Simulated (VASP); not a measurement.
Wanted: the native input for a VASP 6.6.1 run.

```
Task                   : single point
Functional             : r2SCAN
Potentials or basis    : VASP PAW PBE potentials, release 64 (Si)
Cutoff                 : 520 eV
k mesh                 : 6 × 6 × 6
Occupations            : methfessel-paxton, width 0.05 eV
Spin                   : no spin polarisation
Dipole correction      : no
Further INCAR settings : ALGO = Normal; EDIFF = 1e-06; NBANDS = 11
```

Crystal: Si.

```xyz
2
Lattice="0.0000 2.7227 2.7227 2.7227 0.0000 2.7227 2.7227 2.7227 0.0000" Properties=species:S:1:pos:R:3 pbc="T T T"
Si    4.0841    4.0841    4.0841
Si    2.7227    2.7227    2.7227
```

These files were run (other wordings do the same):

POSCAR

```
Si
1.0
    0.0000000000      2.7227167199      2.7227167199
    2.7227167199      0.0000000000      2.7227167199
    2.7227167199      2.7227167199      0.0000000000
Si
2
Direct
    0.7500000000      0.7500000000      0.7500000000
    0.5000000000      0.5000000000      0.5000000000
```

INCAR.step1

```
SYSTEM = Si
  PREC = Accurate
  ENCUT = 520
  ISMEAR = 1
  SIGMA = 0.05
  LREAL = .FALSE.
  LASPH = .TRUE.
  NELM = 100
  NBANDS = 11
  GGA = PE
  ALGO = Normal
  EDIFF = 1E-4
  LWAVE = .TRUE.
  LCHARG = .FALSE.
```

INCAR.step2

```
SYSTEM = Si
  PREC = Accurate
  ENCUT = 520
  EDIFF = 1E-6
  ISMEAR = 1
  SIGMA = 0.05
  LREAL = .FALSE.
  LASPH = .TRUE.
  NELM = 100
  ALGO = Normal
  ISIF = 2
  LWAVE = .FALSE.
  LCHARG = .FALSE.
  METAGGA = R2SCAN
  LMIXTAU = .TRUE.
  NBANDS = 11
  ISTART = 1
```

KPOINTS

```
Automatic mesh
0
G
  6 6 6
  0 0 0
```

Potentials or basis: VASP PAW PBE potentials, release 64 (Si).

Launch:

```sh
$ cat potpaw_PBE.64/Si/POTCAR > POTCAR
$ cp INCAR.step1 INCAR
$ mpirun -np 1 vasp_std > vasp.out
$ cp INCAR.step2 INCAR
$ mpirun -np 1 vasp_std > vasp.out
```

It gave:

```
Pressure               : -0.2 GPa
Band gap on the k mesh : 0.93 eV (least direct gap 2.75 eV)
```

Caveat: the PAW data sets were made with another functional, which shifts forces and pressure a little.

Wall time 18 s on 1 thread of Intel(R) Xeon(R) 6975P-C (Granite Rapids), with other jobs on the host, peak memory 0.15 GiB.
